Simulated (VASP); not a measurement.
A run of VASP 6.6.1:

File INCAR:

```
PREC = Accurate ; ENCUT = 600
EDIFF = 1E-7 ; ISMEAR = -1
SIGMA = 0.1 ; LREAL = False
LASPH = True ; NELM = 80
ALGO = Normal ; ISIF = 3
LWAVE = False ; LCHARG = False
GGA = PE ; IBRION = 2
NSW = 60 ; EDIFFG = -0.005
PSTRESS = 470.0
```

The input KPOINTS:

```
Automatic mesh
0
Gamma
  14 14 14
```

POSCAR

```
HfC
1.0
    0.0000000000      2.3131978263      2.3131978263
    2.3131978263      0.0000000000      2.3131978263
    2.3131978263      2.3131978263      0.0000000000
Hf C
1 1
Direct
    0.0000000000      0.0000000000      0.0000000000
    0.2500000000      0.2500000000      0.2500000000
```

Potentials or basis: VASP PAW PBE potentials, release 64 (Hf_pv, C).

Command:

```sh
$ cat potpaw_PBE.64/Hf_pv/POTCAR potpaw_PBE.64/C/POTCAR > POTCAR
$ mpirun -np 1 vasp_std > vasp.out
```

Hardware: 1 thread of Intel(R) Xeon(R) Platinum 8488C (Sapphire Rapids), with other jobs on the host.

Problem. Estimate the wall time of this run.

Solution. It took 98 s on 1 thread of Intel(R) Xeon(R) Platinum 8488C (Sapphire Rapids), with other jobs on the host, peak memory 0.19 GiB. Counts: scf iterations 49, k points 104, ion steps 4.
